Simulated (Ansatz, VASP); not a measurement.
WSe2: VASP beside Ansatz

INCAR

```
SYSTEM = WSe2
ALGO = Normal
EDIFF = 1E-6
ENCUT = 520
GGA = PE
ISIF = 2
ISMEAR = 0
IVDW = 12
LASPH = .TRUE.
LCHARG = .TRUE.
LELF = .TRUE.
LREAL = .FALSE.
LVHAR = .TRUE.
LWAVE = .FALSE.
NBANDS = 20
NELM = 80
PREC = Accurate
SIGMA = 0.05
```

KPOINTS

```
k-points
0
G
  9 9 4
  0 0 0
```

The input POSCAR:

```
WSe2
1.0
    3.3795566996      0.0000000000      0.0000000000
   -1.6897783498      2.9267819554      0.0000000000
    0.0000000000      0.0000000000      6.5948669437
W Se
1 2
Direct
    0.0000000000      0.0000000000      0.0000000000
    0.3333333333      0.6666666667      0.2286623833
    0.3333333333      0.6666666667      0.7713376167
```

Input for Ansatz:

```yaml
crystal:
  lattice:
    - [3.3795566996, 0.0, 0.0]
    - [-1.6897783498, 2.9267819554, 0.0]
    - [0.0, 0.0, 6.5948669437]
  atoms:
    - { symbol: W, position: [0.0, 0.0, 0.0] }
    - { symbol: Se, position: [0.3333333333, 0.6666666667, 0.2286623833] }
    - { symbol: Se, position: [0.3333333333, 0.6666666667, 0.7713376167] }
basis:
  ecutwfc: 420
kpoints:
  mp_grid: { grid: [9, 9, 4] }
hamiltonian:
  xc: pbe
  pseudopotentials: { kind: paw, azcp: { folder: soft_1 } }
  dispersion: d3bj
scf:
  occupations: { method: gaussian, width: 0.05 }
output:
  forces: true
  stress: true
  eigenvalues: true
```

Alike in both runs: task single point; functional PBE; dispersion D3(BJ); k mesh 9 × 9 × 4; occupations gaussian, width 0.05 eV; no spin polarisation.

|  | VASP | Ansatz |
| --- | --- | --- |
| version | VASP 6.6.1 | Ansatz 0.2.0 |
| potentials or method | VASP PAW PBE potentials, release 64 (W_sv, Se), cutoff 520 eV | scalar-relativistic, plane waves, PAW |
| valence electrons in the cell | 26 | 46 |

```csv
,VASP,Ansatz,Ansatz less VASP
gap on the k mesh at the Fermi level (eV),none,none,-
pressure (GPa),9.4,9.0,-0.41
"traceless stress, the component that is largest in VASP (GPa)",12.88,12.80,-0.080
rms of the force components (eV/Å),1.362,1.330,-0.0314
```

Atom by atom the forces differ by 0.031 eV/Å (rms over components). A gap of «none» marks a metal or a gap that the smearing closes. VASP's potentials hold 26 valence electrons a cell and Ansatz's 46, so a difference there can come from the potentials and not from the codes.

Spin-orbit coupling is off throughout.
